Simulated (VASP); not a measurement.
BP:

```
B P
1.0
     0.00000    2.27415    2.27415
     2.27415    0.00000    2.27415
     2.27415    2.27415    0.00000
B P
1 1
Cartesian
  0.0000 0.0000 0.0000
  1.1371 1.1371 1.1371
```

Base run:

* Program: VASP 6.6.1
* Functional: r2SCAN
* Potentials or basis: VASP PAW PBE potentials, release 64 (B, P)
* Cutoff: 520 eV
* k mesh: 10 × 10 × 10
* Occupations: gaussian, width 0.02 eV
* Spin: no spin polarisation

Its results: band gap on the k mesh 1.46 eV, indirect (least direct gap 3.63 eV); pressure -1.8 GPa.

Problem. The run is repeated on the same cell with these changes: functional from r2SCAN to PBEsol. What comes out?

Solution. Band gap on the k mesh 1.14 eV, indirect (least direct gap 3.35 eV); pressure -2.9 GPa.

r2SCAN gives the wider gap, since meta-GGAs in the generalised Kohn-Sham scheme recover part of the derivative discontinuity.

Caveats: the PAW data sets were made with another functional, which shifts forces and pressure a little.

A k mesh can miss the band edges.
